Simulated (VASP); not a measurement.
Input of a VASP 6.6.1 run:

INCAR

```
ALGO     = Normal         # electronic algorithm
EDIFF    = 1E-6           # SCF threshold, eV
ENCUT    = 520            # plane-wave cutoff, eV
GGA      = PE             # functional
ISIF     = 2              # what is computed and relaxed
ISMEAR   = 0              # smearing method
LASPH    = True           # aspherical terms in the spheres
LCHARG   = False          # write CHGCAR
LREAL    = False          # projectors in reciprocal space
LWAVE    = False          # write WAVECAR
NBANDS   = 15             # bands
NELM     = 60             # most SCF steps
PREC     = Accurate       # precision mode
SIGMA    = 0.05           # smearing width, eV
```

KPOINTS

```
k-points
0
Gamma
  8 8 8
```

File POSCAR:

```
KF
1.0
    0.0000000000      2.6735000000      2.6735000000
    2.6735000000      0.0000000000      2.6735000000
    2.6735000000      2.6735000000      0.0000000000
K F
1 1
Direct
   -0.0233775949      0.0233775949      0.0233775949
    0.5000000000      0.5000000000      0.5000000000
```

Potentials or basis: VASP PAW PBE potentials, release 64 (K_sv, F).

Run with:

```bash
$ cat potpaw_PBE.64/K_sv/POTCAR potpaw_PBE.64/F/POTCAR > POTCAR
$ mpirun -np 1 vasp_std > vasp.out
```

Question: Estimate the pressure.

Answer: 1.6 GPa.

Question: Estimate the band gap on the k mesh.

Answer: 6.16 eV, direct.

Question: Estimate the largest force.

Answer: 0.220 eV/Å.

Forces on the atoms (eV/Å):
```
K   -0.220  0.000  0.000
F    0.220  0.000  0.000
```

Caveat: the cell differs from its parent crystal (all K atoms moved +0.125 Å, as atom 1 along Cartesian [1 0 0]). A k mesh can miss the band edges.
